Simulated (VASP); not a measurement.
Wanted: the native input for a VASP 6.6.1 run.

```
Task                   : electric field gradients
Functional             : PBEsol
Potentials or basis    : VASP PAW PBE potentials, release 64 (Ca_sv)
Cutoff                 : 520 eV
k mesh                 : 11 × 11 × 6
Occupations            : fermi-dirac, width 0.05 eV
Spin                   : no spin polarisation
Dipole correction      : no
Further INCAR settings : ALGO = Normal; EDIFF = 1e-08; NBANDS = 17
```

The structure of Ca lies in POSCAR:

```
Ca
1.0
    1.9712759950     -3.3954901800      0.0000000000
    1.9712759950      3.3954901800      0.0000000000
    0.0000000000      0.0000000000      6.5091117400
Ca
2
Direct
    0.8355866000      0.1644134000      0.2546089238
    0.1644134000      0.8355866000      0.7500000000
```

This cell differs from its parent crystal: atom 1 (Ca) moved by [0.0, 0.0, 0.03] A.

These files were run (other wordings do the same):

INCAR

```
PREC     = Accurate       # precision mode
ENCUT    = 520            # plane-wave cutoff, eV
EDIFF    = 1E-8           # SCF threshold, eV
ISMEAR   = -1             # smearing method
SIGMA    = 0.05           # smearing width, eV
LREAL    = F              # projectors in reciprocal space
LASPH    = T              # aspherical terms in the spheres
NELM     = 100            # most SCF steps
ALGO     = Normal         # electronic algorithm
ISIF     = 2              # what is computed and relaxed
LWAVE    = F              # write WAVECAR
LCHARG   = F              # write CHGCAR
GGA      = PS             # functional
LEFG     = T            
NBANDS   = 17             # bands
```

KPOINTS

```
regular mesh
0
Gamma
  11 11 6
```

Potentials or basis: VASP PAW PBE potentials, release 64 (Ca_sv).

The run is started by

```console
$ cat potpaw_PBE.64/Ca_sv/POTCAR > POTCAR
$ mpirun -np 1 vasp_std > vasp.out
```

Results of the run:

```json
{"Pressure": "-1.1 GPa", "Largest force": "0.044 eV/Å", "Band gap on the k mesh": "zero (band 10 reaches 2.01 eV, above the bottom of band 11 at 1.54 eV)"}
```

Caveat: the cell differs from its parent crystal (atom 1 (Ca) moved by [0.0, 0.0, 0.03] A); without QUAD_EFG the Cq values of the log hold for a quadrupole moment of 1 mb, not for the nuclei; the PAW data sets were made with another functional, which shifts forces and pressure a little.

Wall time 3.4 min on 1 thread of Intel(R) Xeon(R) 6975P-C (Granite Rapids), with other jobs on the host, peak memory 0.39 GiB.
